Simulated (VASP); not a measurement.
# NaAl18 in VASP: further runs

Runs on NaAl18. Level: PBE. Tasks: single point.

All numbers are computed with VASP 6.6.1; they aren't measurements. Logs are shortened: lines on timing, memory, paths and dates and some standing lists are left out, and cuts for length are marked.

### 1 The cell of the first run

The cell holds a slab with vacuum, 19 atoms: a = 5.728 Å, b = 8.591 Å, c = 15.677 Å, α = 90.00°, β = 90.00°, γ = 60.00°.

### 2 Single point, PBE

File INCAR:

```
ALGO = Normal
EDIFF = 1E-7
ENCUT = 520
GGA = PE
ISIF = 2
ISMEAR = -1
LASPH = True
LCHARG = True
LELF = True
LREAL = Auto
LVHAR = True
LWAVE = False
NBANDS = 46
NELM = 100
PREC = Accurate
SIGMA = 0.1
```

File KPOINTS:

```
k-points
0
Gamma
  3 2 1
```

File POSCAR:

```
NaAl18
1.0
    5.7275650000      0.0000000000      0.0000000000
    4.2956740000      7.4403250000      0.0000000000
    0.0000000000      0.0000000000     15.6765370000
Al Na
18 1
Direct
    0.1666665958      0.1111111410      0.0637895984
    0.6666666831      0.1111111410      0.0637895984
    0.1666667458      0.4444444295      0.0637895984
    0.6666666585      0.4444444295      0.0637895984
    0.1666666204      0.7777778524      0.0637895984
    0.6666667077      0.7777778524      0.0637895984
   -0.1651183090      0.2213098218      0.2141049391
    0.3331422897      0.2213689590      0.2137185655
   -0.1657686161      0.5545936501      0.2132479259
    0.3329988669      0.5557957482      0.2142013252
   -0.1680806576      0.8904546508      0.2137407643
    0.3326093031      0.8901561424      0.2134872006
    0.0007263571     -0.0003592585      0.3655323877
    0.4984753828      0.0010761627      0.3643853231
    0.0003560737      0.3325712250      0.3660136164
    0.5041919964      0.3279866135      0.3631490807
   -0.0082334646      0.6694126937      0.3607877173
    0.5042779013      0.6690231946      0.3606581607
    0.3117716451      0.5854828922      0.5235165139
```

Potentials or basis: VASP PAW PBE potentials, release 64 (Al, Na_pv).

On the command line:

```
$ cat potpaw_PBE.64/Al/POTCAR potpaw_PBE.64/Na_pv/POTCAR > POTCAR
$ mpirun -np 1 vasp_std > vasp.out
```

OUTCAR:

```text
EDIFF = 1E-7
   ENCUT = 520
   GGA = PE
   ISIF = 2
   ISMEAR = -1
   LASPH = True
   LREAL = Auto
   NELM = 100
   PREC = Accurate

 ion  position               nearest neighbor table
   1  0.167  0.111  0.064-   2 2.86   4 2.86   5 2.86   3 2.86   6 2.86   2 2.86  12 2.87   8 2.87
                             7 2.87
   2  0.667  0.111  0.064-   1 2.86   4 2.86   3 2.86   5 2.86   6 2.86   1 2.86  11 2.87   8 2.87
                             7 2.88
   3  0.167  0.444  0.064-   4 2.86   2 2.86   1 2.86   5 2.86   6 2.86   4 2.86   9 2.87   8 2.88
                            10 2.88
   4  0.667  0.444  0.064-   3 2.86   2 2.86   1 2.86   5 2.86   3 2.86   6 2.86   9 2.87  10 2.88
                             7 2.88
   5  0.167  0.778  0.064-   6 2.86   2 2.86   1 2.86   3 2.86   4 2.86   6 2.86  12 2.87  11 2.88
                            10 2.88
   6  0.667  0.778  0.064-   5 2.86   2 2.86   1 2.86   3 2.86   5 2.86   4 2.86   9 2.87  12 2.87
                            11 2.88
   7  0.835  0.221  0.214-  12 2.85  11 2.85   8 2.85  16 2.85   9 2.86   8 2.87  10 2.87   1 2.87
                             2 2.88   4 2.88  13 2.89  15 2.90
   8  0.333  0.221  0.214-  12 2.85  11 2.85   7 2.85   9 2.86  16 2.86   1 2.87  10 2.87   7 2.87
                             2 2.87  14 2.87   3 2.88  15 2.90
   9  0.834  0.555  0.213-  18 2.83  17 2.83   8 2.86   7 2.86  10 2.86   3 2.87  10 2.87   4 2.87
[... 4 lines left out ...]
                             5 2.88   9 2.88  14 2.88  13 2.90
  12  0.333  0.890  0.213-  18 2.83   8 2.85   7 2.85  11 2.86   1 2.87  11 2.87  10 2.87   6 2.87
                             5 2.87   9 2.88  14 2.88  13 2.90
  13  0.001  1.000  0.366-  16 2.83  14 2.86  15 2.86  18 2.86  17 2.86  14 2.87   7 2.89  11 2.90
                            12 2.90
  14  0.498  0.001  0.364-  16 2.83  18 2.84  17 2.84  15 2.85  13 2.86  13 2.87   8 2.87  12 2.88
                            11 2.88
  15  0.000  0.333  0.366-  14 2.85  13 2.86  16 2.86  16 2.87  18 2.87  17 2.87   7 2.90   8 2.90
                             9 2.91
  16  0.504  0.328  0.363-  14 2.83  13 2.83   7 2.85   8 2.86  15 2.86  15 2.87  10 2.89  18 2.93
                            17 2.93
  17  0.992  0.669  0.361-  18 2.79  11 2.83   9 2.83  14 2.84  10 2.85  13 2.86  15 2.87  18 2.93
                            16 2.93  19 3.01
  18  0.504  0.669  0.361-  17 2.79   9 2.83  12 2.83  14 2.84  10 2.85  13 2.86  15 2.87  16 2.93
                            17 2.93  19 3.01
  19  0.312  0.585  0.524-  18 3.01  17 3.01

  LATTYP: Found a simple monoclinic cell.
 ALAT       =     5.7275650000
 B/A-ratio  =     2.7370334514
 C/A-ratio  =     1.3228756151
 COS(beta)  =    -0.1889822093

  Lattice vectors:

 A1 = (   5.7275650000,   0.0000000000,   0.0000000000)
 A2 = (   0.0000000000,   0.0000000000, -15.6765370000)
 A3 = (  -1.4318910000,   7.4403250000,   0.0000000000)

Analysis of symmetry for initial positions (statically):
=====================================================================
 Subroutine PRICEL returns:
 Original cell was already a primitive cell.
[... 163 lines left out ...]
   TEBEG  =    0.0;   TEEND  =   0.0 temperature during run
   PSTRESS=    0.0 pullay stress
   NELECT =      61.0000    total number of electrons
   NUPDOWN=      -1.0000    fix difference up-down
   EMIN   =  10.00;   EMAX   =-10.00  energy-range for DOS
   EFERMI =   0.00;   METHOD = LEGACY
   ISMEAR =    -1;   SIGMA  =   0.10  broadening in eV -4-tet -1-fermi 0-gaus
   EFERMI_NEDOS =   21; number of points for ismear=-14 and -15
   IALGO  =     38    algorithm
   IMIX   =      4    mixing-type and parameters
     AMIX     =   0.40;   BMIX     =  1.00
     AMIX_MAG =   1.60;   BMIX_MAG =  1.00
  volume/ion in A,a.u.               =      35.16       237.28
  Fermi-wavevector in a.u.,A,eV,Ry     =   0.737192  1.393091  7.394119  0.543452
  Thomas-Fermi vector in A             =   1.830814
   LORBIT       =      0    0 simple, 1 ext, 2 COOP (PROOUT), +10 PAW based schemes
   GGA     = PE    functional components
[... 5 lines left out ...]
 non-spin polarized calculation
  energy-cutoff  :      520.00
  volume of cell :      668.05
 maximum number of plane-waves:     17998
 NGX is ok and might be reduce to    42
   NGX = 21   NGY = 31   NGZ = 59

 number of electron      60.9999993 magnetization

 Free energy of the ion-electron system (eV)
  ---------------------------------------------------
  ext. energy  EPLUGINS =         0.00000000
  ---------------------------------------------------
  free energy    TOTEN  =       -65.22381535 eV

  energy without entropy =      -64.80791602  energy(sigma->0) =      -65.01586569

 E-fermi :   1.9425     XC(G=0):  -5.9944

 val. band max:        1.8985409609   @ k =   0.0000   0.0000   0.0000
 cond. band min:       2.0250302767   @ k =   0.3333   0.0000   0.0000
 fundamental gap:      0.1264893158
 Fermi energy:         1.9425387928

 k-point     1 :       0.0000    0.0000    0.0000
  band No.  band energies     occupation
      1     -23.8264      2.00000
      2     -23.8247      2.00000
      3     -23.8215      2.00000
      4      -8.3380      2.00000
      5      -6.6343      2.00000
      6      -5.7113      2.00000
[... 169 lines left out ...]
     41       4.3690      0.00000
     42       4.4032      0.00000
 [bands above 42 left out]

------------------------ aborting loop because EDIFF is reached ----------------------------------------

  FORCE on cell =-STRESS in cart. coord.  units (eV):
  Direction    XX          YY          ZZ          XY          YZ          ZX
  --------------------------------------------------------------------------------------
  -------------------------------------------------------------------------------------
  Total       -5.2322295     -5.5250717     -0.2732978      0.0110597     -0.1046469      0.0006490
  in kB      -12.5483119    -13.2506272     -0.6554425      0.0265242     -0.2509717      0.0015564
  external PRESSURE =      -8.8181272 kB  Pullay stress =       0.0000000 kB

 VOLUME and BASIS-vectors are now :
 -----------------------------------------------------------------------------
  energy-cutoff  :      520.00
  volume of cell :      668.05
      direct lattice vectors                 reciprocal lattice vectors
     5.727565000  0.000000000  0.000000000     0.174594265 -0.100802054  0.000000000
     4.295674000  7.440325000  0.000000000     0.000000000  0.134402731  0.000000000
     0.000000000  0.000000000 15.676537000     0.000000000  0.000000000  0.063789598

 POSITION                                       TOTAL-FORCE (eV/Angst)
 -----------------------------------------------------------------------------------
      1.43189      0.82670      1.00000         0.004934     -0.013292     -0.037825
      4.29567      0.82670      1.00000        -0.002466      0.003651     -0.010816
      2.86378      3.30681      1.00000         0.010226     -0.018180      0.014049
      5.72757      3.30681      1.00000        -0.013840     -0.008573      0.007519
      4.29567      5.78692      1.00000         0.010193      0.017558      0.023486
      7.15946      5.78692      1.00000        -0.009784      0.021417     -0.012077
[... 11 lines left out ...]
      5.76219      4.97775      5.65387         0.012658      0.008066     -0.010257
      4.30074      4.35618      8.20693        -0.000606     -0.031457      0.012424
 -----------------------------------------------------------------------------------
    total drift:                               -0.004413      0.005527     -0.014674

  FREE ENERGIE OF THE ION-ELECTRON SYSTEM (eV)
  ---------------------------------------------------
  free  energy   TOTEN  =       -65.2238153549 eV

  energy  without entropy=      -64.8079160204  energy(sigma->0) =      -65.01586569
```

It took 5.1 min on 1 thread of Intel Xeon Platinum 8488C (Sapphire Rapids), shared host; peak memory 0.7 GiB.

Results:

```
Free energy   : -65.2238 eV
Largest force : 0.040 eV/Å
```

Forces on the atoms (eV/Å):
```
Al   0.005 -0.013 -0.038
Al  -0.002  0.004 -0.011
Al   0.010 -0.018  0.014
Al  -0.014 -0.009  0.008
Al   0.010  0.018  0.023
Al  -0.010  0.021 -0.012
Al  -0.002  0.001  0.016
Al   0.001  0.000  0.010
Al   0.000 -0.003 -0.004
Al   0.002 -0.003  0.006
Al   0.003  0.003  0.002
Al  -0.002  0.005 -0.001
Al  -0.002 -0.012 -0.005
Al   0.002 -0.004 -0.004
Al  -0.003  0.002 -0.006
Al   0.002  0.022  0.011
Al  -0.012  0.009 -0.012
Al   0.013  0.008 -0.010
Na  -0.001 -0.031  0.012
```

Levels at points of the mesh, in eV from the Fermi level:
```tsv
k point	band 27	band 28	band 29	band 30	band 31	band 32	band 33	band 34	band 35	band 36
(0.00, 0.00, 0.00)	-0.59	-0.33	-0.16	-0.13	-0.11	-0.04	0.09	0.14	1.23	1.29
(0.00, 0.50, 0.00)	-1.40	-0.34	-0.32	-0.16	-0.13	-0.10	-0.09	0.33	0.83	1.23
```

Caveat: the k points lie up to 0.42 Å⁻¹ apart.

### 3 Single point, PBE

File INCAR:

```
SYSTEM = NaAl18
  ALGO = Normal
  EDIFF = 1E-7
  ENCUT = 520
  GGA = PE
  ISIF = 2
  ISMEAR = -1
  LASPH = .TRUE.
  LCHARG = .FALSE.
  LREAL = Auto
  LWAVE = .FALSE.
  NBANDS = 46
  NELM = 80
  PREC = Accurate
  SIGMA = 0.1
```

File KPOINTS:

```
k-points
0
G
  3 2 1
  0 0 0
```

File POSCAR:

```
NaAl18
1.0
    5.7275650000      0.0000000000      0.0000000000
    4.2956740000      7.4403250000      0.0000000000
    0.0000000000      0.0000000000     15.6765370000
Al Na
18 1
Direct
    0.1666665958      0.1111111410      0.0637895984
    0.6666666831      0.1111111410      0.0637895984
    0.1666667458      0.4444444295      0.0637895984
    0.6666666585      0.4444444295      0.0637895984
    0.1666666204      0.7777778524      0.0637895984
    0.6666667077      0.7777778524      0.0637895984
   -0.1654625510      0.2213022953      0.2142559291
    0.3334527882      0.2213760824      0.2138696193
   -0.1655100763      0.5542803574      0.2128788392
    0.3332584497      0.5554182109      0.2140630931
   -0.1682159879      0.8905869031      0.2138826962
    0.3324449677      0.8904015618      0.2136368510
    0.0004075125     -0.0002833210      0.3658752568
    0.4988346808      0.0009616515      0.3646948302
    0.0009558745      0.3319137269      0.3656685785
    0.5031015718      0.3293106148      0.3644040773
   -0.0077698459      0.6680870795      0.3601091236
    0.5058077135      0.6677337347      0.3599855631
    0.2881837073      0.6167914708      0.5235152381
```

Potentials or basis: VASP PAW PBE potentials, release 64 (Al, Na_pv).

On the command line:

```
$ cat potpaw_PBE.64/Al/POTCAR potpaw_PBE.64/Na_pv/POTCAR > POTCAR
$ mpirun -np 1 vasp_std > vasp.out
```

Run time: 4.6 min. Hardware: 1 thread of Intel Xeon Platinum 8488C (Sapphire Rapids), shared host; peak memory 0.7 GiB.

It converged, with:

```
Free energy   : -65.2166 eV
Largest force : 0.045 eV/Å
```

Forces in eV/Å, atoms in the order of the input:
```
Al   0.007 -0.008 -0.032
Al  -0.005  0.006 -0.008
Al   0.010 -0.026  0.004
Al  -0.014 -0.012 -0.001
Al   0.012  0.017  0.027
Al  -0.012  0.023 -0.012
Al  -0.001  0.001  0.023
Al   0.002  0.000  0.013
Al   0.000 -0.006 -0.011
Al   0.002 -0.005  0.005
Al   0.004  0.008  0.001
Al  -0.004  0.009 -0.005
Al  -0.003 -0.021 -0.005
Al   0.003 -0.008 -0.002
Al  -0.005  0.003 -0.007
Al   0.005  0.037  0.016
Al  -0.020  0.006 -0.017
Al   0.020  0.012 -0.019
Na  -0.001 -0.036  0.028
```

Levels at points of the mesh, in eV from the Fermi level:
| k point | band 28 | band 29 | band 30 | band 31 | band 32 | band 33 | band 34 | band 35 |
| --- | --- | --- | --- | --- | --- | --- | --- | --- |
| (0.00, 0.00, 0.00) | -0.33 | -0.16 | -0.14 | -0.11 | -0.05 | 0.10 | 0.14 | 1.22 |
| (0.00, 0.50, 0.00) | -0.34 | -0.32 | -0.16 | -0.14 | -0.11 | -0.09 | 0.33 | 0.83 |

Caveat: the k points lie up to 0.42 Å⁻¹ apart.

### 4 Single point, PBE

File INCAR:

```
PREC = Accurate
ENCUT = 520
EDIFF = 1E-6
ISMEAR = -1
SIGMA = 0.1
LREAL = Auto
LASPH = T
NELM = 60
ALGO = Normal
ISIF = 2
LWAVE = F
LCHARG = F
GGA = PE
NBANDS = 46
```

File KPOINTS:

```
Automatic mesh
0
Gamma
  3 2 1
```

File POSCAR:

```
NaAl18
1.0
    5.7275650000      0.0000000000      0.0000000000
    4.2956740000      7.4403250000      0.0000000000
    0.0000000000      0.0000000000     15.6765370000
Al Na
18 1
Direct
    0.1666665958      0.1111111410      0.0637895984
    0.6666666831      0.1111111410      0.0637895984
    0.1666667458      0.4444444295      0.0637895984
    0.6666666585      0.4444444295      0.0637895984
    0.1666666204      0.7777778524      0.0637895984
    0.6666665331      0.7777778524      0.0637895984
   -0.1657141851      0.2212723235      0.2143213134
    0.3337852165      0.2212657377      0.2139876300
   -0.1651890812      0.5538989224      0.2125904465
    0.3335469236      0.5549877190      0.2139218630
   -0.1682398888      0.8905293788      0.2140546729
    0.3324755602      0.8904289799      0.2138002800
   -0.0001593722      0.0001352091      0.3658920334
    0.4993752238      0.0005759157      0.3650748887
    0.0016398722      0.3312280042      0.3653159496
    0.5020132401      0.3305538401      0.3653399982
   -0.0068645261      0.6665114763      0.3597193691
    0.5072910695      0.6661672709      0.3596000188
    0.2645251487      0.6481921153      0.5236002058
```

Potentials or basis: VASP PAW PBE potentials, release 64 (Al, Na_pv).

On the command line:

```
$ cat potpaw_PBE.64/Al/POTCAR potpaw_PBE.64/Na_pv/POTCAR > POTCAR
$ mpirun -np 1 vasp_std > vasp.out
```

OUTCAR:

```text
PREC = Accurate
   ENCUT = 520
   EDIFF = 1E-6
   ISMEAR = -1
   LREAL = Auto
   LASPH = T
   NELM = 60
   ISIF = 2
   GGA = PE

 ion  position               nearest neighbor table
   1  0.167  0.111  0.064-   2 2.86   4 2.86   6 2.86   5 2.86   3 2.86   2 2.86  12 2.87   8 2.87
                             7 2.88
   2  0.667  0.111  0.064-   1 2.86   4 2.86   3 2.86   5 2.86   6 2.86   1 2.86  11 2.87   8 2.88
                             7 2.88
   3  0.167  0.444  0.064-   9 2.86   4 2.86   2 2.86   1 2.86   5 2.86   4 2.86   6 2.86  10 2.87
                             8 2.88
   4  0.667  0.444  0.064-   9 2.86   3 2.86   2 2.86   1 2.86   6 2.86   5 2.86   3 2.86  10 2.88
                             7 2.89
[... 444 lines left out ...]
  external PRESSURE =      -8.8881307 kB  Pullay stress =       0.0000000 kB

 VOLUME and BASIS-vectors are now :
 -----------------------------------------------------------------------------
  energy-cutoff  :      520.00
  volume of cell :      668.05
      direct lattice vectors                 reciprocal lattice vectors
     5.727565000  0.000000000  0.000000000     0.174594265 -0.100802054  0.000000000
     4.295674000  7.440325000  0.000000000     0.000000000  0.134402731  0.000000000
     0.000000000  0.000000000 15.676537000     0.000000000  0.000000000  0.063789598

 POSITION                                       TOTAL-FORCE (eV/Angst)
 -----------------------------------------------------------------------------------
      1.43189      0.82670      1.00000         0.010359     -0.004383     -0.026026
      4.29567      0.82670      1.00000        -0.007930      0.007924     -0.005552
      2.86378      3.30681      1.00000         0.010341     -0.033057     -0.004507
      5.72757      3.30681      1.00000        -0.014052     -0.014027     -0.009298
      4.29567      5.78692      1.00000         0.013973      0.016004      0.031344
      7.15946      5.78692      1.00000        -0.013584      0.023287     -0.009989
[... 11 lines left out ...]
      5.76718      4.95650      5.63728         0.024602      0.012806     -0.020604
      4.29951      4.82276      8.20824        -0.000038     -0.019556      0.038037
 -----------------------------------------------------------------------------------
    total drift:                               -0.004230      0.001768     -0.012859

  FREE ENERGIE OF THE ION-ELECTRON SYSTEM (eV)
  ---------------------------------------------------
  free  energy   TOTEN  =       -65.2106699483 eV

  energy  without entropy=      -64.7945760050  energy(sigma->0) =      -65.00262298
```

OSZICAR:

```text
N       E                     dE             d eps       ncg     rms          rms(c)
DAV:   1     0.180843336979E+03    0.18084E+03   -0.20454E+04   400   0.986E+02
DAV:   2    -0.541952396710E+02   -0.23504E+03   -0.22283E+03   436   0.170E+02
DAV:   3    -0.689098389248E+02   -0.14715E+02   -0.14150E+02   458   0.431E+01
[... 12 lines left out ...]
DAV:  16    -0.652106395410E+02   -0.14784E-03   -0.13277E-04   472   0.288E-02    0.495E-03
DAV:  17    -0.652106647340E+02   -0.25193E-04   -0.33803E-05   402   0.156E-02    0.244E-03
DAV:  18    -0.652106681543E+02   -0.34204E-05   -0.27765E-06   344   0.471E-03    0.126E-03
DAV:  19    -0.652106695130E+02   -0.13587E-05   -0.11675E-06   298   0.314E-03    0.540E-04
DAV:  20    -0.652106699483E+02   -0.43530E-06   -0.32945E-07   304   0.190E-03
   1 F= -.65210670E+02 E0= -.65002623E+02  d E =-.416094E+00
```

Wall time 4.5 min (1 thread of Intel Xeon Platinum 8488C (Sapphire Rapids), shared host); peak memory 0.7 GiB.

Results:

```yaml
Free_energy: -65.2107 eV
Largest_force: 0.043 eV/Å
```

Forces on the atoms (eV/Å):
```
Al   0.010 -0.004 -0.026
Al  -0.008  0.008 -0.006
Al   0.010 -0.033 -0.005
Al  -0.014 -0.014 -0.009
Al   0.014  0.016  0.031
Al  -0.014  0.023 -0.010
Al  -0.001 -0.001  0.026
Al   0.002 -0.002  0.014
Al   0.001 -0.007 -0.017
Al   0.003 -0.006  0.004
Al   0.004  0.010  0.002
Al  -0.004  0.011 -0.006
Al  -0.005 -0.030  0.000
Al   0.006 -0.012 -0.002
Al  -0.007  0.003 -0.008
Al   0.004  0.039  0.010
Al  -0.026  0.003 -0.018
Al   0.025  0.013 -0.021
Na   0.000 -0.020  0.038
```

Levels at points of the mesh, in eV from the Fermi level:
```tsv
k point	band 28	band 29	band 30	band 31	band 32	band 33	band 34	band 35
(0.00, 0.00, 0.00)	-0.33	-0.15	-0.14	-0.11	-0.05	0.10	0.14	1.22
(0.00, 0.50, 0.00)	-0.34	-0.32	-0.15	-0.14	-0.11	-0.09	0.33	0.82
```

Caveat: the k points lie up to 0.42 Å⁻¹ apart.

(Continued in part 2 of 2.)
